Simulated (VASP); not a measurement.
## BaF2: electric field gradients with PBE

The system is BaF2.

```
Ba F
1.0
     0.00000    3.10005    3.10005
     3.10005    0.00000    3.10005
     3.10005    3.10005    0.00000
Ba F
1 2
Direct
  0.00000 0.00000 0.00000
  0.25000 0.25000 0.25000
  0.75000 0.75000 0.75000
```

| Quantity | Value |
| --- | --- |
| Program | VASP 6.6.1 |
| Task | electric field gradients |
| Functional | PBE |
| Potentials or basis | VASP PAW PBE potentials, release 64 (Ba_sv, F) |
| Cutoff | 520 eV |
| k mesh | 8 × 8 × 8 |
| Occupations | fermi-dirac, width 0.01 eV |
| Spin | no spin polarisation |
| Dipole correction | no |
| Further INCAR settings | ALGO = Normal; EDIFF = 1e-08; NBANDS = 19 |

```
Pressure                                : 2.4 GPa
Band gap on the k mesh                  : 6.76 eV (least direct gap 6.84 eV)
Largest electric field gradient by atom : zero within the noise of the run
```

Levels at points of the mesh, in eV from the valence-band top:
```
           k point  band 8  band 9  band 10  band 11  band 12  band 13  band 14  band 15  band 16  band 17
(0.00, 0.00, 0.00)   -1.50   -1.50    -0.08    -0.08    -0.08     6.76     9.18     9.18    11.39    11.39
(0.50, 0.00, 0.00)   -1.09   -0.67    -0.35    -0.17    -0.17     9.10     9.17     9.17     9.79    11.58
(0.50, 0.50, 0.00)   -0.36   -0.36    -0.33    -0.33    -0.13     7.24     9.00    10.66    11.94    11.94
```

It took 24 s on 1 thread of Intel(R) Xeon(R) Platinum 8488C (Sapphire Rapids), on a shared host, peak memory 0.21 GiB.

Caveat: spin-orbit coupling is left out, which moves the levels of the heavy elements. A k mesh can miss the band edges.
